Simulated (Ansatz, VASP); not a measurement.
## Co: VASP beside Ansatz

```
Co
1.0
     2.37612    0.00000    0.00000
     0.00000    2.37612    0.00000
     0.00000    0.00000    3.35864
Co
2
Cartesian
  0.0000 0.0000 0.0000
  1.1881 1.1881 1.6793
```

Alike in both runs: task single point; functional PBE; k mesh 14 × 14 × 10; occupations fermi-dirac, width 0.05 eV; collinear spin.

|  | VASP | Ansatz |
| --- | --- | --- |
| version | VASP 6.6.1 | Ansatz 0.2.0 |
| potentials or method | VASP PAW PBE potentials, release 64 (Co), cutoff 600 eV | plane waves (420 eV) with PAW, scalar-relativistic |
| valence electrons in the cell | 18 | 34 |

VASP gave:

```
net moment per atom (μB)                                      : 1.53
size of the moment on the site where the two differ most (μB) : 1.53
```

Problem. Estimate Ansatz's values.

Solution. net moment per atom (μB): 1.54; size of the moment on the site where the two differ most (μB): 1.59.

Site moments also hang on the region over which each program counts them. VASP's potentials hold 18 valence electrons a cell and Ansatz's 34, so a difference there can come from the potentials and not from the codes.
